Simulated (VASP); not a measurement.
# Ho3O (Pm-3n) in VASP: relaxation of cell and atoms with PBE

Aim: the relaxation of cell and atoms of Ho3O with PBE.

All numbers are computed with VASP 6.6.1; they aren't measurements. Logs are shortened: lines on timing, memory, paths and dates and some standing lists are left out, and cuts for length are marked.

### 1 The cell of the first run

Symmetry: Pm-3n, No. 223, cubic system. The conventional cell has a = 5.742 Å, b = 5.742 Å, c = 5.742 Å, α = 90.00°, β = 90.00°, γ = 90.00°. Ho (site symmetry -4m2) has 10 Ho at 2.87 to 3.52 Å and 4 O at 3.21 Å within 3.8 Å. O (site symmetry m-3) has 12 Ho at 3.21 Å within 4.2 Å.

The cell was generated, and may not be a known phase.

### 2 Relaxation of cell and atoms, PBE

Input file INCAR:

```
  ALGO = Normal
  EDIFF = 1E-7
  EDIFFG = -0.01
  ENCUT = 600
  GGA = PE
  GGA_COMPAT = False
  IBRION = 2
  ISIF = 3
  ISMEAR = 0
  LASPH = True
  LCHARG = False
  LMAXMIX = 6
  LREAL = False
  LWAVE = False
  NELM = 200
  NELMIN = 4
  NSW = 100
  PREC = Accurate
  SIGMA = 0.1
```

Input file KPOINTS:

```
k-points
0
Gamma
  8 8 8
```

Input file POSCAR:

```
Ho3O
1.0
    5.7417854700      0.0000000000      0.0000000000
    0.0000000000      5.7417854700      0.0000000000
    0.0000000000      0.0000000000      5.7417854700
Ho O
6 2
Direct
    0.5000000000      0.2500000000      0.0000000000
    0.5000000000      0.7500000000      0.0000000000
    0.2500000000      0.0000000000      0.5000000000
    0.7500000000      0.0000000000      0.5000000000
    0.0000000000      0.5000000000      0.2500000000
    0.0000000000      0.5000000000      0.7500000000
    0.5000000000      0.5000000000      0.5000000000
    0.0000000000      0.0000000000      0.0000000000
```

Potentials or basis: VASP PAW PBE potentials, release 64 (Ho_3, O), 4f in core.

Command:

```
> cat potpaw_PBE.64/Ho_3/POTCAR potpaw_PBE.64/O/POTCAR > POTCAR
> mpirun -np 1 vasp_std > vasp.out
```

OUTCAR:

```text
EDIFF = 1E-7
   EDIFFG = -0.01
   ENCUT = 600
   GGA = PE
   IBRION = 2
   ISIF = 3
   ISMEAR = 0
   LASPH = True
   LREAL = False
   NELM = 200
   NELMIN = 4
   NSW = 100
   PREC = Accurate

 ion  position               nearest neighbor table
   1  0.500  0.250  0.000-   2 2.87   2 2.87   4 3.52   3 3.52   4 3.52   3 3.52   6 3.52   5 3.52
                             5 3.52   6 3.52
   2  0.500  0.750  0.000-   1 2.87   1 2.87   4 3.52   3 3.52   4 3.52   3 3.52   6 3.52   5 3.52
                             5 3.52   6 3.52
   3  0.250  0.000  0.500-   4 2.87   4 2.87   1 3.52   1 3.52   2 3.52   2 3.52   6 3.52   5 3.52
                             6 3.52   5 3.52
   4  0.750  0.000  0.500-   3 2.87   3 2.87   1 3.52   1 3.52   2 3.52   2 3.52   6 3.52   5 3.52
                             6 3.52   5 3.52
   5  0.000  0.500  0.250-   6 2.87   6 2.87   3 3.52   4 3.52   1 3.52   2 3.52   3 3.52   4 3.52
                             1 3.52   2 3.52
   6  0.000  0.500  0.750-   5 2.87   5 2.87   3 3.52   4 3.52   1 3.52   2 3.52   3 3.52   4 3.52
                             1 3.52   2 3.52
   7  0.500  0.500  0.500-
   8  0.000  0.000  0.000-

  LATTYP: Found a simple cubic cell.
 ALAT       =     5.7417854700

  Lattice vectors:

 A1 = (   5.7417854700,   0.0000000000,   0.0000000000)
 A2 = (   0.0000000000,   5.7417854700,   0.0000000000)
 A3 = (   0.0000000000,   0.0000000000,   5.7417854700)

Analysis of symmetry for initial positions (statically):
=====================================================================
 Subroutine PRICEL returns:
 Original cell was already a primitive cell.

 Routine SETGRP: Setting up the symmetry group for a
 simple cubic supercell.

 Subroutine GETGRP returns: Found 48 space group operations
 (whereof 24 operations were pure point group operations)
 out of a pool of 48 trial point group operations.

The static configuration has the point symmetry T_h .
 The point group associated with its full space group is O_h .

Analysis of symmetry for dynamics (positions and initial velocities):
=====================================================================
 Subroutine PRICEL returns:
 Original cell was already a primitive cell.

 Routine SETGRP: Setting up the symmetry group for a
 simple cubic supercell.

[... 187 lines left out ...]

 POSITION                                       TOTAL-FORCE (eV/Angst)
 -----------------------------------------------------------------------------------
      2.87089      1.43545      0.00000         0.000000     -0.000000     -0.000000
      2.87089      4.30634      0.00000         0.000000      0.000000      0.000000
      1.43545      0.00000      2.87089        -0.000000      0.000000      0.000000
      4.30634      0.00000      2.87089         0.000000     -0.000000     -0.000000
      0.00000      2.87089      1.43545        -0.000000     -0.000000      0.000000
      0.00000      2.87089      4.30634         0.000000     -0.000000      0.000000
      2.87089      2.87089      2.87089        -0.000000     -0.000000      0.000000
      0.00000      0.00000      0.00000        -0.000000     -0.000000      0.000000
 -----------------------------------------------------------------------------------
    total drift:                                0.000000     -0.000000      0.000000

  FREE ENERGIE OF THE ION-ELECTRON SYSTEM (eV)
  ---------------------------------------------------
  free  energy   TOTEN  =       -36.8764078010 eV

  energy  without entropy=      -36.8336524398  energy(sigma->0) =      -36.85503012

--------------------------------------- Ionic step        2  -------------------------------------------

 number of electron      65.9999996 magnetization

 Free energy of the ion-electron system (eV)
  ---------------------------------------------------
  ext. energy  EPLUGINS =         0.00000000
  ---------------------------------------------------
  free energy    TOTEN  =       -36.88523979 eV

  energy without entropy =      -36.84186843  energy(sigma->0) =      -36.86355411

 E-fermi :   3.2813     XC(G=0): -10.1192

 val. band max:        3.2729020926   @ k =   0.2500   0.1250   0.1250
 cond. band min:       3.2834967247   @ k =   0.5000   0.5000   0.0000
 fundamental gap:      0.0105946321
 Fermi energy:         3.2813185335

 k-point     1 :       0.0000    0.0000    0.0000
  band No.  band energies     occupation
      1     -21.8612      2.00000
      2     -21.8612      2.00000
      3     -21.6952      2.00000
      4     -21.1384      2.00000
      5     -21.1384      2.00000
      6     -21.1384      2.00000
[... 997 lines left out ...]
     38       4.6437      0.00000
     39       4.7413      0.00000

 [... further k-points ...]

------------------------ aborting loop because EDIFF is reached ----------------------------------------

  FORCE on cell =-STRESS in cart. coord.  units (eV):
  Direction    XX          YY          ZZ          XY          YZ          ZX
  --------------------------------------------------------------------------------------
  -------------------------------------------------------------------------------------
  Total       -0.0334412     -0.0334412     -0.0334412      0.0000000     -0.0000000      0.0000000
  in kB       -0.2779615     -0.2779615     -0.2779615      0.0000000     -0.0000000      0.0000000
  external PRESSURE =      -0.2779615 kB  Pullay stress =       0.0000000 kB

 VOLUME and BASIS-vectors are now :
 -----------------------------------------------------------------------------
  energy-cutoff  :      600.00
  volume of cell :      192.76
      direct lattice vectors                 reciprocal lattice vectors
     5.776560103 -0.000000000  0.000000000     0.173113407 -0.000000000  0.000000000
     0.000000000  5.776560103  0.000000000     0.000000000  0.173113407  0.000000000
    -0.000000000 -0.000000000  5.776560103    -0.000000000 -0.000000000  0.173113407

 POSITION                                       TOTAL-FORCE (eV/Angst)
 -----------------------------------------------------------------------------------
      2.88828      1.44414      5.77656        -0.000000     -0.000000     -0.000000
      2.88828      4.33242      0.00000         0.000000      0.000000      0.000000
      1.44414     -0.00000      2.88828        -0.000000      0.000000     -0.000000
      4.33242      5.77656      2.88828         0.000000     -0.000000      0.000000
      5.77656      2.88828      1.44414        -0.000000     -0.000000      0.000000
     -0.00000      2.88828      4.33242         0.000000      0.000000     -0.000000
      2.88828      2.88828      2.88828        -0.000000      0.000000     -0.000000
      5.77656      5.77656      0.00000        -0.000000      0.000000     -0.000000
 -----------------------------------------------------------------------------------
    total drift:                                0.000000     -0.000000     -0.000000

  FREE ENERGIE OF THE ION-ELECTRON SYSTEM (eV)
  ---------------------------------------------------
  free  energy   TOTEN  =       -36.8852397890 eV

  energy  without entropy=      -36.8418684335  energy(sigma->0) =      -36.86355411

 reached required accuracy - stopping structural energy minimisation
```

CONTCAR:

```text
Ho3O
   1.00000000000000
     5.7765601026796611   -0.0000000000000000    0.0000000000000000
     0.0000000000000000    5.7765601026796611    0.0000000000000000
    -0.0000000000000000   -0.0000000000000000    5.7765601026796611
  Ho              O
     6     2
Direct
     0.5000000000000000    0.2500000000000000    1.0000000000000000
     0.5000000000000000    0.7500000000000000    0.0000000000000000
     0.2500000000000000    0.0000000000000000    0.5000000000000000
     0.7500000000000000    1.0000000000000000    0.5000000000000000
     1.0000000000000000    0.5000000000000000    0.2500000000000000
     0.0000000000000000    0.5000000000000000    0.7500000000000000
     0.5000000000000000    0.5000000000000000    0.5000000000000000
     1.0000000000000000    1.0000000000000000    0.0000000000000000

  0.00000000E+00  0.00000000E+00  0.00000000E+00
  0.00000000E+00  0.00000000E+00  0.00000000E+00
  0.00000000E+00  0.00000000E+00  0.00000000E+00
  0.00000000E+00  0.00000000E+00  0.00000000E+00
  0.00000000E+00  0.00000000E+00  0.00000000E+00
  0.00000000E+00  0.00000000E+00  0.00000000E+00
  0.00000000E+00  0.00000000E+00  0.00000000E+00
  0.00000000E+00  0.00000000E+00  0.00000000E+00
```

Run time: 14 min. Hardware: 1 thread of Intel Xeon Platinum 8375C at 2.90GHz (Ice Lake), shared host; peak memory 0.49 GiB.

What came out:

| Item | Value |
| --- | --- |
| Free energy | -36.8852 eV |
| Relaxed volume | 24.09 Å³/atom |
| Relaxed cell | a = 5.777 Å, b = 5.777 Å, c = 5.777 Å, α = 90.00°, β = 90.00°, γ = 90.00° |
| Space group after relaxing (to 0.1 Å) | Pm-3n (No. 223) |
| Energy gained by relaxing | 1.1 meV/atom |
| Ionic steps | 2 |
| Pressure after relaxing | 0.0 GPa |
| Band gap on the k mesh | zero (bands 33 and 34 overlap by 1.07 eV) |

Step by step:
```tsv
step	energy change (eV)	largest force (eV/Å)	pressure (GPa)	volume (Å³)
1	0.0000	0.0000	0.85	189.30
2	-0.0088	0.0000	-0.03	192.76
```

Final structure:
```xyz
8
Lattice="5.7766 0.0000 0.0000 0.0000 5.7766 0.0000 0.0000 0.0000 5.7766" Properties=species:S:1:pos:R:3 pbc="T T T"
Ho    2.8883    1.4441    5.7766
Ho    2.8883    4.3324    0.0000
Ho    1.4441    0.0000    2.8883
Ho    4.3324    5.7766    2.8883
Ho    5.7766    2.8883    1.4441
Ho    0.0000    2.8883    4.3324
O     2.8883    2.8883    2.8883
O     5.7766    5.7766    0.0000
```

Levels at points of the mesh, in eV from the Fermi level:
| k point | band 29 | band 30 | band 31 | band 32 | band 33 | band 34 | band 35 | band 36 | band 37 | band 38 |
| --- | --- | --- | --- | --- | --- | --- | --- | --- | --- | --- |
| (0.00, 0.00, 0.00) | -1.76 | -1.11 | -1.11 | -1.11 | -0.33 | 0.13 | 0.83 | 0.83 | 0.83 | 1.03 |
| (0.50, 0.00, 0.00) | -1.19 | -1.19 | -0.82 | -0.82 | 0.00 | 0.00 | 0.04 | 0.04 | 0.59 | 0.59 |
| (0.50, 0.50, 0.00) | -1.23 | -0.96 | -0.44 | -0.33 | 0.00 | 0.00 | 0.09 | 0.40 | 0.53 | 1.67 |
| (0.50, 0.50, 0.50) | -0.83 | -0.83 | -0.83 | -0.83 | 0.96 | 0.96 | 0.96 | 0.96 | 0.96 | 0.96 |

Caveat: spin-orbit coupling is left out, which moves the levels of the heavy elements; the 4f electrons are frozen in the core, so they carry no moment and show no levels; the run has no spin polarisation, though such a crystal can be magnetic.
